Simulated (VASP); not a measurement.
Here is a VASP 6.6.1 calculation.

INCAR

```
  PREC = Accurate
  ENCUT = 520
  EDIFF = 1E-7
  ISMEAR = 0
  SIGMA = 0.1
  LREAL = False
  LASPH = True
  NELM = 150
  ALGO = Normal
  ISIF = 2
  LWAVE = False
  LCHARG = False
  ISPIN = 2
  MAGMOM = 0 0 0.36 0.36 0.36 0.36 0.36 0.36
  LORBIT = 11
  GGA = PE
  NBANDS = 37
```

KPOINTS

```
Automatic mesh
0
Gamma
  6 6 6
```

Contents of POSCAR:

```
BeF3
1.0
    3.3852798828      1.9544922516      3.1757334200
   -3.3852798828      1.9544922516      3.1757334200
    0.0000000000     -3.9089845032      3.1757334200
Be F
2 6
Direct
    0.3144571228      0.3144571228      0.3144571228
    0.6855428772      0.6855428772      0.6855428772
    0.8025300896      0.4242598692      0.8025300896
    0.8025300896      0.8025300896      0.4242598692
    0.4242598692      0.8025300896      0.8025300896
    0.1974699104      0.5757401308      0.1974699104
    0.5757401308      0.1974699104      0.1974699104
    0.1974699104      0.1974699104      0.5757401308
```

Potentials or basis: VASP PAW PBE potentials, release 64 (Be, F).

Command:

```bash
$ cat potpaw_PBE.64/Be/POTCAR potpaw_PBE.64/F/POTCAR > POTCAR
$ mpirun -np 1 vasp_std > vasp.out
```

**Question.** Predict the net moment.

**Answer.** 2.00 μB per cell.

**Question.** Predict the site moments.

**Answer.** Be -0.02; F +0.31 μB.

Stress tensor (GPa, compression positive):
```
0.14 0.00 0.00
0.00 0.14 0.00
0.00 0.00 0.01
```
